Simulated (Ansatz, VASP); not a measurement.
## One calculation of SiC, two programs

```
CELL_PARAMETERS angstrom
2.59540 0.00000 0.00000
0.00000 2.59540 0.00000
0.00000 0.00000 2.59540
ATOMIC_POSITIONS crystal
Si 0.00000 0.00000 0.00000
C 0.50000 0.50000 0.50000
```

Alike in both runs: task single point; functional PBEsol; k mesh 16 × 16 × 16; occupations fermi-dirac, width 0.15 eV; no spin polarisation.

|  | VASP | Ansatz |
| --- | --- | --- |
| version | VASP 6.6.1 | Ansatz 0.2.0 |
| potentials or method | VASP PAW PBE potentials, release 64 (Si, C), cutoff 520 eV | scalar-relativistic, plane waves, PAW |
| valence electrons in the cell | 8 | 8 |

Ansatz gave:

```
gap on the k mesh at the Fermi level (eV) : none
pressure (GPa)                            : 5.7
```

Estimate VASP's values.

gap on the k mesh at the Fermi level (eV): none; pressure (GPa): 6.1.

VASP's potentials were made for PBE, not for PBEsol. A gap of «none» marks a metal or a gap that the smearing closes.
